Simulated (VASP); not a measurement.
Write the native input for VASP 6.6.1 that does the following.

```
Task                   : single point
Functional             : PBE
Potentials or basis    : VASP PAW PBE potentials, release 64 (Sb, In_d)
Cutoff                 : 520 eV
k mesh                 : 6 × 6 × 6
Occupations            : fermi-dirac, width 0.05 eV
Spin                   : no spin polarisation
Dipole correction      : no
Further INCAR settings : ALGO = Normal; EDIFF = 1e-06; NBANDS = 22
```

The structure of InSb3 lies in POSCAR:

```
InSb3
1.0
    0.0000000000      3.7945550000      3.7945550000
    3.7945550000      0.0000000000      3.7945550000
    3.7945550000      3.7945550000      0.0000000000
Sb In
3 1
Direct
    0.5000000000      0.5000000000      0.5000000000
    0.7500000000      0.7500000000      0.7500000000
    0.2500000000      0.2500000000      0.2500000000
    0.0000000000      0.0000000000      0.0000000000
```

One way to write it, as run:

INCAR

```
ALGO = Normal
EDIFF = 1E-6
ENCUT = 520
GGA = PE
ISIF = 2
ISMEAR = -1
LASPH = T
LCHARG = F
LREAL = F
LWAVE = F
NBANDS = 22
NELM = 100
PREC = Accurate
SIGMA = 0.05
```

KPOINTS

```
k-points
0
Gamma
  6 6 6
```

Potentials or basis: VASP PAW PBE potentials, release 64 (Sb, In_d).

Command:

```bash
$ cat potpaw_PBE.64/Sb/POTCAR potpaw_PBE.64/In_d/POTCAR > POTCAR
$ mpirun -np 1 vasp_std > vasp.out
```

Results of the run:

The pressure is -0.3 GPa and the band gap on the k mesh is zero (bands 14 and 15 overlap by 3.43 eV).

Caveat: spin-orbit coupling is left out, which moves the levels of the heavy elements.

It took 71 s on 1 thread of Intel Xeon 8259CL, on a shared host, peak memory 0.25 GiB.
